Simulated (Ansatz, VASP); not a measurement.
MoW3: VASP beside Ansatz

```
CELL_PARAMETERS angstrom
4.03341 0.00000 0.00000
0.00000 4.03341 0.00000
0.00000 0.00000 4.03341
ATOMIC_POSITIONS crystal
Mo 0.00000 0.00000 0.00000
W 0.00000 0.50000 0.50000
W 0.50000 0.00000 0.50000
W 0.50000 0.50000 0.00000
```

Alike in both runs: functional PBE; k mesh 4 × 4 × 4; occupations gaussian, width 0.1 eV; no spin polarisation.

Ansatz relaxed the structure, and its values are those at the end. VASP's run is a single point on that final structure, the one shown.

```csv
,VASP,Ansatz
version,VASP 6.6.1,Ansatz 0.2.0
potentials or method,"VASP PAW PBE potentials, release 64 (Mo_sv, W_sv), cutoff 500 eV","scalar-relativistic, plane waves, PAW"
valence electrons in the cell,56,56
```

Ansatz gave:

* gap on the k mesh at the Fermi level (eV): none
* pressure (GPa): -0.2

Q: Which values does VASP return?

A: gap on the k mesh at the Fermi level (eV): none; pressure (GPa): 0.3.

A gap of «none» marks a metal or a gap that the smearing closes.

The k mesh is coarse, so the values compare programs but aren't converged. Spin-orbit coupling is off throughout.
